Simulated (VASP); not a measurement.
## Bi2Se3: relaxation of cell and atoms with PBEsol

The system is Bi2Se3.

```
Bi Se
1.0
     2.06594    1.19277    9.52319
    -2.06594    1.19277    9.52319
     0.00000   -2.38554    9.52319
Bi Se
2 3
Direct
  0.40029 0.40029 0.40029
  0.59971 0.59971 0.59971
  0.00000 0.00000 0.00000
  0.21143 0.21143 0.21143
  0.78857 0.78857 0.78857
```

```
Program                : VASP 6.6.1
Task                   : relaxation of cell and atoms
Functional             : PBEsol
Potentials or basis    : VASP PAW PBE potentials, release 64 (Bi_d, Se)
Cutoff                 : 600 eV
k mesh                 : 8 × 8 × 8
Occupations            : gaussian, width 0.03 eV
Spin                   : no spin polarisation
Further INCAR settings : ALGO = Normal; EDIFF = 1e-07; IBRION = 2; EDIFFG = -0.005; NSW = 90; ISIF = 3
```

```json
{
  "Relaxed volume": "28.17 Å³/atom",
  "Relaxed cell": "a = 9.818 Å, b = 9.818 Å, c = 9.818 Å, α = 24.30°, β = 24.30°, γ = 24.30°",
  "Space group after relaxing (to 0.1 Å)": "R-3m (No. 166)",
  "Energy gained by relaxing": "0.0 meV/atom",
  "Ionic steps": "2",
  "Pressure after relaxing": "0.0 GPa",
  "Largest force after relaxing": "0.005 eV/Å",
  "Band gap on the k mesh": "0.11 eV"
}
```

Forces in eV/Å, atoms in the order of the input:
```
Bi   0.000  0.000  0.005
Bi   0.000  0.000 -0.005
Se   0.000  0.000  0.000
Se   0.000  0.000 -0.001
Se   0.000  0.000  0.001
```

Final structure:
```
CELL_PARAMETERS angstrom
2.06624 1.19294 9.52347
-2.06624 1.19294 9.52347
0.00000 -2.38589 9.52347
ATOMIC_POSITIONS crystal
Bi 0.40030 0.40030 0.40030
Bi 0.59970 0.59970 0.59970
Se 0.00000 0.00000 0.00000
Se 0.21143 0.21143 0.21143
Se 0.78857 0.78857 0.78857
```

Levels at points of the mesh, in eV from the valence-band top:
| k point | band 21 | band 22 | band 23 | band 24 | band 25 | band 26 | band 27 | band 28 |
| --- | --- | --- | --- | --- | --- | --- | --- | --- |
| (0.00, 0.00, 0.00) | -1.86 | -1.23 | -1.23 | 0.00 | 0.11 | 1.32 | 1.32 | 2.08 |
| (0.50, 0.00, 0.00) | -3.03 | -2.25 | -1.26 | -0.58 | 0.75 | 1.82 | 2.92 | 3.08 |
| (0.50, 0.50, 0.00) | -1.96 | -1.95 | -1.71 | -1.04 | 1.25 | 1.88 | 2.52 | 2.96 |
| (0.50, 0.50, 0.50) | -1.58 | -1.44 | -1.44 | -0.53 | 0.61 | 1.63 | 1.63 | 1.99 |

Wall time 12 min on 2 MPI ranks on Intel(R) Xeon(R) 6975P-C (Granite Rapids) (shared host), peak memory 1.2 GiB a rank.

Caveat: the PAW data sets were made with another functional, which shifts forces and pressure a little; spin-orbit coupling is left out, which moves the levels of the heavy elements. A k mesh can miss the band edges.
